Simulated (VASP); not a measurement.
# Sc2Al (P6_3/mmc) in VASP: further runs

Runs on Sc2Al. Level: r2SCAN. Tasks: single point.

All numbers are computed with VASP 6.6.1; they aren't measurements. Logs are shortened: lines on timing, memory, paths and dates and some standing lists are left out, and cuts for length are marked.

## 1. The cell of the first run

It takes space group P6_3/mmc (No. 194, hexagonal). Conventional cell: a = 4.893 Å, b = 4.893 Å, c = 6.161 Å, α = 90.00°, β = 90.00°, γ = 120.00°. Within 4.1 Å of Sc (site symmetry -3m) lie 8 Sc at 3.08 to 3.22 Å and 6 Al at 3.22 Å. Within 3.7 Å of Sc (site symmetry -6m2) lie 5 Al at 2.82 to 3.08 Å and 6 Sc at 3.22 Å. Within 3.7 Å of Al (site symmetry -6m2) lie 11 Sc at 2.82 to 3.22 Å.

## 2. Single point, r2SCAN

Contents of POSCAR:

```
Sc2Al
1.0
    4.8926114005      0.0000000000      0.0000000000
   -2.4463057002      4.2371257637      0.0000000000
    0.0000000000      0.0000000000      6.1614205700
Sc Al
4 2
Direct
    0.0000000000      0.0000000000      0.0000000000
    0.0000000000      0.0000000000      0.5000000000
    0.3333333333      0.6666666667      0.7500000000
    0.6666666667      0.3333333333      0.2500000000
    0.3333333333      0.6666666667      0.2500000000
    0.6666666667      0.3333333333      0.7500000000
```

Contents of INCAR.step1:

```
  PREC = Accurate
  ENCUT = 520
  ISMEAR = 0
  SIGMA = 0.4
  LREAL = F
  LASPH = T
  NELM = 80
  NBANDS = 34
  GGA = PE
  ALGO = Normal
  EDIFF = 1E-4
  LWAVE = T
  LCHARG = F
```

Contents of INCAR.step2:

```
  PREC = Accurate
  ENCUT = 520
  EDIFF = 1E-6
  ISMEAR = 0
  SIGMA = 0.4
  LREAL = F
  LASPH = T
  NELM = 80
  ALGO = Normal
  ISIF = 2
  LWAVE = F
  LCHARG = F
  METAGGA = R2SCAN
  LMIXTAU = T
  NBANDS = 34
  ISTART = 1
```

Contents of KPOINTS:

```
regular mesh
0
Gamma
  6 6 3
```

Potentials or basis: VASP PAW PBE potentials, release 64 (Sc_sv, Al).

Run with:

```sh
> cat potpaw_PBE.64/Sc_sv/POTCAR potpaw_PBE.64/Al/POTCAR > POTCAR
> cp INCAR.step1 INCAR
> mpirun -np 1 vasp_std > vasp.out
> cp INCAR.step2 INCAR
> mpirun -np 1 vasp_std > vasp.out
```

OUTCAR:

```text
PREC = Accurate
   ENCUT = 520
   EDIFF = 1E-6
   ISMEAR = 0
   LREAL = F
   LASPH = T
   NELM = 80
   ISIF = 2
   METAGGA = R2SCAN
   ISTART = 1

 ion  position               nearest neighbor table
   1  0.000  0.000  0.000-   2 3.08   2 3.08   4 3.22   5 3.22   6 3.22   3 3.22   3 3.22   5 3.22
                             4 3.22   6 3.22   4 3.22   6 3.22   3 3.22   5 3.22
   2  0.000  0.000  0.500-   1 3.08   1 3.08   4 3.22   5 3.22   6 3.22   3 3.22   3 3.22   5 3.22
                             4 3.22   6 3.22   4 3.22   6 3.22   3 3.22   5 3.22
   3  0.333  0.667  0.750-   6 2.82   6 2.82   6 2.82   5 3.08   5 3.08   1 3.22   2 3.22   2 3.22
                             1 3.22   2 3.22   1 3.22
   4  0.667  0.333  0.250-   5 2.82   5 2.82   5 2.82   6 3.08   6 3.08   1 3.22   2 3.22   1 3.22
                             2 3.22   1 3.22   2 3.22
   5  0.333  0.667  0.250-   4 2.82   4 2.82   4 2.82   3 3.08   3 3.08   1 3.22   2 3.22   2 3.22
                             1 3.22   2 3.22   1 3.22
   6  0.667  0.333  0.750-   3 2.82   3 2.82   3 2.82   4 3.08   4 3.08   1 3.22   2 3.22   1 3.22
                             2 3.22   1 3.22   2 3.22

  LATTYP: Found a hexagonal cell.
 ALAT       =     4.8926114005
 C/A-ratio  =     1.2593316872

  Lattice vectors:

 A1 = (   4.8926114005,   0.0000000000,   0.0000000000)
 A2 = (  -2.4463057002,   4.2371257637,   0.0000000000)
 A3 = (   0.0000000000,   0.0000000000,   6.1614205700)

Analysis of symmetry for initial positions (statically):
=====================================================================
 Subroutine PRICEL returns:
 Original cell was already a primitive cell.

 Routine SETGRP: Setting up the symmetry group for a
 hexagonal supercell.

 Subroutine GETGRP returns: Found 24 space group operations
 (whereof 12 operations were pure point group operations)
 out of a pool of 24 trial point group operations.

The static configuration has the point symmetry D_3d.
 The point group associated with its full space group is D_6h.

Analysis of symmetry for dynamics (positions and initial velocities):
=====================================================================
 Subroutine PRICEL returns:
 Original cell was already a primitive cell.

 Routine SETGRP: Setting up the symmetry group for a
 hexagonal supercell.

 Subroutine GETGRP returns: Found 24 space group operations
 (whereof 12 operations were pure point group operations)
 out of a pool of 24 trial point group operations.

The dynamic configuration has the point symmetry D_3d.
 The point group associated with its full space group is D_6h.

 Subroutine INISYM returns: Found 24 space group operations
 (whereof 12 operations are pure point group operations),
 and found     1 'primitive' translations

----------------------------------------------------------------------------------------

                                     Primitive cell

  volume of cell :     127.7300

  direct lattice vectors                    reciprocal lattice vectors
     4.892611400  0.000000000  0.000000000     0.204389827  0.118004522  0.000000000
    -2.446305700  4.237125764  0.000000000     0.000000000  0.236009044  0.000000000
     0.000000000  0.000000000  6.161420570     0.000000000  0.000000000  0.162300234

  length of vectors
     4.892611400  4.892611400  6.161420570     0.236009044  0.236009044  0.162300234

  position of ions in fractional coordinates (direct lattice)
     0.000000000  0.000000000  0.000000000
     0.000000000  0.000000000  0.500000000
     0.333333333  0.666666667  0.750000000
     0.666666667  0.333333333  0.250000000
     0.333333333  0.666666667  0.250000000
     0.666666667  0.333333333  0.750000000

  ion indices of the primitive-cell ions
   primitive index   ion index
                 1           1
                 2           2
                 3           3
                 4           4
                 5           5
                 6           6

----------------------------------------------------------------------------------------

 KPOINTS: regular mesh

Automatic generation of k-mesh.
 Grid dimensions read from file:
 generate k-points for:    6    6    3

 Generating k-lattice:

  Cartesian coordinates                     Fractional coordinates (reciprocal lattice)
     0.034064971  0.019667420  0.000000000     0.166666667  0.000000000  0.000000000
     0.000000000  0.039334841  0.000000000     0.000000000  0.166666667  0.000000000
     0.000000000  0.000000000  0.054100078     0.000000000  0.000000000  0.333333333

  Length of vectors
     0.039334841  0.039334841  0.054100078

  Shift w.r.t. Gamma in fractional coordinates (k-lattice)
     0.000000000  0.000000000  0.000000000

 Subroutine IBZKPT returns following result:
 ===========================================

 Found     14 irreducible k-points:

 Following reciprocal coordinates:
            Coordinates               Weight
  0.000000  0.000000  0.000000      1.000000
  0.166667 -0.000000  0.000000      6.000000
  0.333333 -0.000000  0.000000      6.000000
  0.500000 -0.000000  0.000000      3.000000
  0.166667  0.166667  0.000000      6.000000
  0.333333  0.166667  0.000000     12.000000
  0.333333  0.333333  0.000000      2.000000
  0.000000  0.000000  0.333333      2.000000
  0.166667 -0.000000  0.333333     12.000000
  0.333333 -0.000000  0.333333     12.000000
  0.500000 -0.000000  0.333333      6.000000
  0.166667  0.166667  0.333333     12.000000
  0.333333  0.166667  0.333333     24.000000
  0.333333  0.333333  0.333333      4.000000
   k-points           NKPTS =     14   k-points in BZ     NKDIM =     14   number of bands    NBANDS=     34
   number of dos      NEDOS =    301   number of ions     NIONS =      6
   total plane-waves  NPLWV =  62208
   dimension x,y,z NGX =    36 NGY =   36 NGZ =   48
   dimension x,y,z NGXF=    72 NGYF=   72 NGZF=   96
   ions per type =               4   2
   NGX,Y,Z   is equivalent  to a cutoff of  12.23, 12.23, 12.95 a.u.
   NGXF,Y,Z  is equivalent  to a cutoff of  24.46, 24.46, 25.90 a.u.
 SYSTEM =  unknown system
   PREC   = accura    normal or accurate (medium, high low for compatibility)
   ISTART =      1    job   : 0-new  1-cont  2-samecut
   ICHARG =      0    charge: 1-file 2-atom 10-const
   ISPIN  =      1    spin polarized calculation?
   LNONCOLLINEAR =      F non collinear calculations
   LSORBIT =      F    spin-orbit coupling
   LASPH  =      T    aspherical Exc in radial PAW
   ENCUT  =  520.0 eV  38.22 Ry    6.18 a.u.   9.10  9.10 11.46*2*pi/ulx,y,z
   NELM   =     80;   NELMIN=  2; NELMDL=  0     # of ELM steps
   EDIFF  = 0.1E-05   stopping-criterion for ELM
   LREAL  =      F    real-space projection
   EDIFFG = 0.1E-04   stopping-criterion for IOM
   NSW    =      0    number of steps for IOM
   IBRION =     -1    ionic relax: 0-MD 1-quasi-New 2-CG
   NFREE  =      0    steps in history (QN), initial steepest desc. (CG)
   ISIF   =      2    stress and relaxation
   ISYM   =      2    0-nonsym 1-usesym 2-fastsym
   POTIM  = 0.5000    time-step for ionic-motion
   TEBEG  =    0.0;   TEEND  =   0.0 temperature during run
   PSTRESS=    0.0 pullay stress
   NELECT =      50.0000    total number of electrons
   NUPDOWN=      -1.0000    fix difference up-down
   EMIN   =  10.00;   EMAX   =-10.00  energy-range for DOS
   EFERMI =   0.00;   METHOD = LEGACY
   ISMEAR =     0;   SIGMA  =   0.40  broadening in eV -4-tet -1-fermi 0-gaus
   EFERMI_NEDOS =   21; number of points for ismear=-14 and -15
   IALGO  =     38    algorithm
   IMIX   =      4    mixing-type and parameters
     AMIX     =   0.40;   BMIX     =  1.00
     AMIX_MAG =   1.60;   BMIX_MAG =  1.00
  volume/ion in A,a.u.               =      21.29       143.66
  Fermi-wavevector in a.u.,A,eV,Ry     =   1.197569  2.263077 19.513086  1.434171
  Thomas-Fermi vector in A             =   2.333480
   LORBIT       =      0    0 simple, 1 ext, 2 COOP (PROOUT), +10 PAW based schemes
   METAGGA = R2SCAN    functional components
   LHFCALC =     F    Hartree Fock is set to
   AEXX    =    0.0000 exact exchange contribution
   IVDW    =     0    specifies the selected vdW correction
   LEPSILON=     F    determine dielectric tensor
   LRPA    =     F    only Hartree local field effects (RPA)
 non-spin polarized calculation
 Gauss-broadening in eV      SIGMA  =   0.40
  energy-cutoff  :      520.00
  volume of cell :      127.73
 maximum number of plane-waves:      3453
   NGX = 19   NGY = 19   NGZ = 23

 number of electron      50.0000002 magnetization

 Free energy of the ion-electron system (eV)
  ---------------------------------------------------
  ext. energy  EPLUGINS =         0.00000000
  ---------------------------------------------------
  free energy    TOTEN  =       -61.50389752 eV

  energy without entropy =      -61.05350744  energy(sigma->0) =      -61.27870248

 E-fermi :   4.8689     XC(G=0): -10.7803

 val. band max:        4.8578640374   @ k =   0.1667  -0.0000   0.3333
 cond. band min:       4.8759127186   @ k =   0.0000   0.0000   0.0000
 fundamental gap:      0.0180486812
 Fermi energy:         4.8688591532

 k-point     1 :       0.0000    0.0000    0.0000
  band No.  band energies     occupation
      1     -46.7447      2.00000
      2     -46.6885      2.00000
      3     -46.6552      2.00000
      4     -46.6422      2.00000
      5     -24.5441      2.00000
      6     -24.5020      2.00000
[... 26 lines left out ...]
     33       7.8933      0.00000
     34       7.8946      0.00000

 k-point     2 :       0.1667   -0.0000    0.0000
  band No.  band energies     occupation
      1     -46.7417      2.00000
      2     -46.6885      2.00000
      3     -46.6553      2.00000
      4     -46.6450      2.00000
      5     -24.5628      2.00000
      6     -24.5117      2.00000
[... 26 lines left out ...]
     33       7.6264      0.00000
     34       7.6731      0.00000
[... 405 lines left out ...]
     33       7.0218      0.00000
     34       7.2979      0.00000

 k-point    14 :       0.3333    0.3333    0.3333
  band No.  band energies     occupation
      1     -46.7191      2.00000
      2     -46.6986      2.00000
      3     -46.6562      2.00000
      4     -46.6562      2.00000
      5     -24.5247      2.00000
      6     -24.5150      2.00000
[... 26 lines left out ...]
     33       7.1892      0.00000
     34       7.1892      0.00000

------------------------ aborting loop because EDIFF is reached ----------------------------------------

  FORCE on cell =-STRESS in cart. coord.  units (eV):
  Direction    XX          YY          ZZ          XY          YZ          ZX
  --------------------------------------------------------------------------------------
  -------------------------------------------------------------------------------------
  Total        0.0036157      0.0036157      0.4600089      0.0000000      0.0000000     -0.0000000
  in kB        0.0453536      0.0453536      5.7701069      0.0000000      0.0000000     -0.0000000
  external PRESSURE =       1.9536047 kB  Pullay stress =       0.0000000 kB

 VOLUME and BASIS-vectors are now :
 -----------------------------------------------------------------------------
  energy-cutoff  :      520.00
  volume of cell :      127.73
      direct lattice vectors                 reciprocal lattice vectors
     4.892611400  0.000000000  0.000000000     0.204389827  0.118004522  0.000000000
    -2.446305700  4.237125764  0.000000000     0.000000000  0.236009044  0.000000000
     0.000000000  0.000000000  6.161420570     0.000000000  0.000000000  0.162300234

 POSITION                                       TOTAL-FORCE (eV/Angst)
 -----------------------------------------------------------------------------------
      0.00000      0.00000      0.00000        -0.000000     -0.000000      0.000000
      0.00000      0.00000      3.08071        -0.000000     -0.000000      0.000000
     -0.00000      2.82475      4.62107         0.000000     -0.000000      0.000000
      2.44631      1.41238      1.54036        -0.000000      0.000000      0.000000
     -0.00000      2.82475      1.54036        -0.000000     -0.000000     -0.000000
      2.44631      1.41238      4.62107         0.000000     -0.000000     -0.000000
 -----------------------------------------------------------------------------------
    total drift:                               -0.000000      0.000000     -0.000000

  FREE ENERGIE OF THE ION-ELECTRON SYSTEM (eV)
  ---------------------------------------------------
  free  energy   TOTEN  =       -61.5038975220 eV

  energy  without entropy=      -61.0535074390  energy(sigma->0) =      -61.27870248
```

Wall time 1.8 min (1 thread of Intel Xeon 6975P-C (Granite Rapids), shared host); peak memory 0.27 GiB.

Results:

```yaml
Free_energy: -61.5039 eV
Pressure: 0.2 GPa
Band_gap_on_the_k_mesh: zero (band 25 reaches 5.22 eV, above the bottom of band 26 at 4.58 eV)
```

Stress tensor (GPa, compression positive):
```
0.00 0.00 0.00
0.00 0.00 0.00
0.00 0.00 0.58
```

Caveat: the PAW data sets were made with another functional, which shifts forces and pressure a little.

## 3. Single point, r2SCAN

POSCAR is that of step 2.

Contents of INCAR.step1:

```
PREC = Accurate
ENCUT = 520
ISMEAR = 0
SIGMA = 0.1
LREAL = False
LASPH = True
NELM = 80
NBANDS = 34
GGA = PE
ALGO = Normal
EDIFF = 1E-4
LWAVE = True
LCHARG = False
```

Contents of INCAR.step2:

```
PREC = Accurate
ENCUT = 520
EDIFF = 1E-6
ISMEAR = 0
SIGMA = 0.1
LREAL = False
LASPH = True
NELM = 80
ALGO = Normal
ISIF = 2
LWAVE = False
LCHARG = True
METAGGA = R2SCAN
LMIXTAU = True
LELF = True
LVHAR = True
NBANDS = 34
ISTART = 1
```

Contents of KPOINTS:

```
Automatic mesh
0
Gamma
  6 6 4
```

Potentials or basis: VASP PAW PBE potentials, release 64 (Sc_sv, Al).

Run with:

```sh
> cat potpaw_PBE.64/Sc_sv/POTCAR potpaw_PBE.64/Al/POTCAR > POTCAR
> cp INCAR.step1 INCAR
> mpirun -np 1 vasp_std > vasp.out
> cp INCAR.step2 INCAR
> mpirun -np 1 vasp_std > vasp.out
```

It took 2.4 min on 1 thread of Intel Xeon 6975P-C (Granite Rapids), shared host; peak memory 0.28 GiB.

It converged, with:

- Free energy: -61.2724 eV
- Pressure: 0.0 GPa
- Band gap on the k mesh: zero (band 25 reaches 5.29 eV, above the bottom of band 26 at 4.57 eV)

Stress tensor (GPa, compression positive):
```
 0.10  0.00  0.00
 0.00  0.10  0.00
 0.00  0.00 -0.09
```

Levels at points of the mesh, in eV from the Fermi level:
```csv
k point,band 23,band 24,band 25,band 26,band 27,band 28
"(0.00, 0.00, 0.00)",-0.78,-0.68,-0.37,-0.37,-0.06,-0.06
"(0.50, 0.00, 0.00)",-1.18,-1.11,-0.79,0.22,0.45,0.97
"(0.00, 0.00, 0.50)",-1.19,-1.19,0.12,0.12,0.12,0.12
"(0.50, 0.00, 0.50)",-1.08,-1.08,0.21,0.21,0.58,0.58
```

Caveat: the PAW data sets were made with another functional, which shifts forces and pressure a little.
